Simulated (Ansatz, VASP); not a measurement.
# Zn4O in VASP and in Ansatz

```
CELL_PARAMETERS angstrom
3.03970 0.00000 0.00000
-1.51985 2.63246 0.00000
0.00000 0.00000 9.03705
ATOMIC_POSITIONS crystal
Zn 0.66667 0.33333 0.01879
Zn 0.00000 0.00000 0.69996
Zn 0.33333 0.66667 0.46340
Zn 0.00000 0.00000 0.23631
O 0.66667 0.33333 0.80607
```

Alike in both runs: functional PBE; k mesh 12 × 12 × 4; occupations gaussian, width 0.1 eV; no spin polarisation.

Ansatz relaxed the structure, and its values are those at the end. VASP's run is a single point on that final structure, the one shown.

|  | VASP | Ansatz |
| --- | --- | --- |
| version | VASP 6.6.1 | Ansatz 0.2.0 |
| potentials or method | VASP PAW PBE potentials, release 64 (Zn, O_h), cutoff 910 eV | scalar-relativistic, plane waves, PAW |
| valence electrons in the cell | 54 | 54 |

VASP gave:

```
gap on the k mesh at the Fermi level (eV) : none
rms of the force components (eV/Å)        : 0.023
```

Question: Estimate Ansatz's values.

Answer: gap on the k mesh at the Fermi level (eV): none; rms of the force components (eV/Å): 0.000.

A gap of «none» marks a metal or a gap that the smearing closes.

Noted on VASP's run: the cutoff is short for stress, so the pressure is rough.
